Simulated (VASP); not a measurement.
## CoO: single point with PBE

CoO:

```
CELL_PARAMETERS angstrom
0.00000 2.34364 2.34364
2.34364 0.00000 2.34364
2.34364 2.34364 0.00000
ATOMIC_POSITIONS crystal
Co 0.00000 0.00000 0.00000
O 0.25000 0.25000 0.25000
```

```yaml
Program: VASP 6.6.1
Task: single point
Functional: PBE
Potentials_or_basis: VASP PAW PBE potentials, release 64 (Co_sv, O)
Cutoff: 700 eV
k_mesh: 10 × 10 × 10
Occupations: fermi-dirac, width 0.05 eV
Spin: collinear spin, ferromagnetic start
Starting_moments: "[1.71, 0.0] μB"
```

| Quantity | Value |
| --- | --- |
| Pressure | -12.9 GPa |
| Band gap on the k mesh | zero (filled and empty bands overlap) |
| Net moment | 2.98 μB per cell |
| Site moments | Co +2.49; O +0.32 μB |
| Valence electrons inside the program's atomic spheres | Co 14.87; O 4.95 |

Levels at points of the mesh, in eV from the Fermi level:
Spin up:
| k point | band 9 | band 10 | band 11 | band 12 | band 13 | band 14 | band 15 | band 16 | band 17 | band 18 |
| --- | --- | --- | --- | --- | --- | --- | --- | --- | --- | --- |
| (0.00, 0.00, 0.00) | -2.15 | -2.15 | -0.04 | 0.00 | 0.00 | 0.00 | 13.27 | 13.27 | 13.27 | 19.03 |
| (0.50, 0.00, 0.00) | -2.58 | -2.15 | -2.15 | -0.70 | -0.70 | 5.16 | 6.52 | 12.78 | 12.78 | 16.31 |
| (0.50, 0.50, 0.00) | -3.06 | -1.90 | -1.85 | -1.85 | -1.55 | 4.85 | 8.82 | 10.58 | 13.19 | 13.19 |
Spin down:
```csv
k point,band 8,band 9,band 10,band 11,band 12,band 13
"(0.00, 0.00, 0.00)",-4.15,-0.39,-0.39,0.52,2.49,2.49
"(0.50, 0.00, 0.00)",-3.99,-0.18,-0.18,0.46,1.73,1.73
"(0.50, 0.50, 0.00)",-3.80,-0.35,-0.09,0.05,1.08,1.08
```

Wall time 53 s on 1 thread of Intel(R) Xeon(R) 6975P-C (Granite Rapids), on a shared host, peak memory 0.22 GiB.

Caveat: the cell stands under tension; a cell with one magnetic atom can't hold antiferromagnetic order, which such compounds often take; semilocal functionals often make such compounds metallic where correlation or magnetic order opens a gap, which also shifts bond lengths. With open d or f shells a metallic result of PBE can be an artefact of self-interaction; +U or a hybrid may open a gap.
